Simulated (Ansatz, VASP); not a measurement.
BP in VASP and in Ansatz

```
B P
1.0
     0.00000    2.27408    2.27408
     2.27408    0.00000    2.27408
     2.27408    2.27408    0.00000
B P
1 1
Direct
  0.00000 0.00000 0.00000
  0.25000 0.25000 0.25000
```

Alike in both runs: functional PBE; k mesh 10 × 10 × 10; occupations gaussian, width 0.02 eV; no spin polarisation.

Ansatz relaxed the structure, and its values are those at the end. VASP's run is a single point on that final structure, the one shown.

|  | VASP | Ansatz |
| --- | --- | --- |
| version | VASP 6.6.1 | Ansatz 0.2.0 |
| potentials or method | VASP PAW PBE potentials, release 64 (B, P), cutoff 500 eV | scalar-relativistic, plane waves, PAW |
| valence electrons in the cell | 8 | 8 |

```tsv
	VASP	Ansatz	Ansatz less VASP
gap on the k mesh at the Fermi level (eV)	1.25	1.25	+0.004
least direct gap on the mesh (eV)	3.39	3.39	+0.003
pressure (GPa)	-0.2	0.0	+0.21
```
